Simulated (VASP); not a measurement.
# BaIn2Bi2: single point with r2SCAN

BaIn2Bi2:

```
Ba Bi In
1.0
     5.05499    0.00000    0.00000
    -2.52749    4.37775    0.00000
     0.00000    0.00000    8.30191
Ba Bi In
1 2 2
Direct
  0.00000 0.00000 0.00000
  0.66670 0.33330 0.24992
  0.33330 0.66670 0.75008
  0.66670 0.33330 0.62760
  0.33330 0.66670 0.37240
```

```json
{"Program": "VASP 6.6.1", "Task": "single point", "Functional": "r2SCAN", "Potentials or basis": "VASP PAW PBE potentials, release 64 (Ba_sv, Bi_d, In_d)", "Cutoff": "520 eV", "k mesh": "4 × 4 × 2", "Occupations": "fermi-dirac, width 0.1 eV", "Spin": "no spin polarisation", "Dipole correction": "no", "Further INCAR settings": "ALGO = Normal; EDIFF = 1e-07; NBANDS = 41"}
```

```json
{"Pressure": "1.1 GPa", "Largest force": "0.345 eV/Å", "Band gap on the k mesh": "zero (bands 33 and 34 overlap by 1.52 eV)"}
```

Forces on the atoms (eV/Å):
```
Ba   0.000  0.000  0.000
Bi  -0.002  0.001  0.345
Bi   0.002 -0.001 -0.345
In  -0.002  0.001  0.094
In   0.002 -0.001 -0.094
```

Stress tensor (GPa, compression positive):
```
 2.14  0.00  0.00
 0.00  2.15  0.00
 0.00  0.00 -0.89
```

Levels at points of the mesh, in eV from the Fermi level:
```tsv
k point	band 30	band 31	band 32	band 33	band 34	band 35	band 36	band 37
(0.00, 0.00, 0.00)	-2.40	-1.75	-1.15	-1.14	-1.11	0.89	1.14	1.14
(0.50, 0.00, 0.00)	-2.91	-2.90	-2.36	-1.04	0.81	1.01	2.41	2.71
(0.50, 0.50, 0.00)	-2.92	-2.90	-2.36	-1.04	0.81	1.01	2.41	2.71
(0.00, 0.00, 0.50)	-1.93	-1.92	-1.91	-1.91	-0.65	1.25	1.25	2.35
(0.50, 0.00, 0.50)	-3.16	-2.01	-1.97	-0.56	-0.26	0.30	0.73	2.11
(0.50, 0.50, 0.50)	-3.16	-2.01	-1.97	-0.56	-0.26	0.30	0.73	2.11
```

It took 5.5 min on 1 thread of Intel(R) Xeon(R) 6975P-C (Granite Rapids) (shared host), peak memory 0.4 GiB.

Caveat: the k points lie up to 0.38 Å⁻¹ apart, too coarse for converged energies and pressures of a metal; the PAW data sets were made with another functional, which shifts forces and pressure a little; spin-orbit coupling is left out, which moves the levels of the heavy elements.
